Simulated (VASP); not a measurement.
Here is a VASP 6.6.1 calculation.

File INCAR:

```
PREC = Accurate ; ENCUT = 500
EDIFF = 1E-6 ; ISMEAR = 0
SIGMA = 0.1 ; LREAL = F
LASPH = T ; NELM = 200
ALGO = Normal ; ISIF = 2
LWAVE = F ; LCHARG = F
ISPIN = 2 ; MAGMOM = 4.13 0
LORBIT = 11 ; LMAXMIX = 4
NBANDS = 24 ; GGA_COMPAT = F
```

KPOINTS

```
regular mesh
0
Gamma
  4 4 4
```

File POSCAR:

```
MnHg
1.0
    3.3150000000      0.0000000000      0.0000000000
    0.0000000000      3.3150000000      0.0000000000
    0.0000000000      0.0000000000      3.3150000000
Mn Hg
1 1
Direct
    0.5000000000      0.5000000000      0.5000000000
    0.0000000000      0.0000000000      0.0000000000
```

Potentials or basis: VASP PAW LDA potentials, release 64 (Mn_pv, Hg).

Run with:

```console
$ cat potpaw_LDA.64/Mn_pv/POTCAR potpaw_LDA.64/Hg/POTCAR > POTCAR
$ mpirun -np 1 vasp_std > vasp.out
```

**Question.** Estimate the net moment.

**Answer.** 3.72 μB per cell.

**Question.** Estimate the pressure.

**Answer.** -10.0 GPa.

Caveat: the k points lie up to 0.47 Å⁻¹ apart.
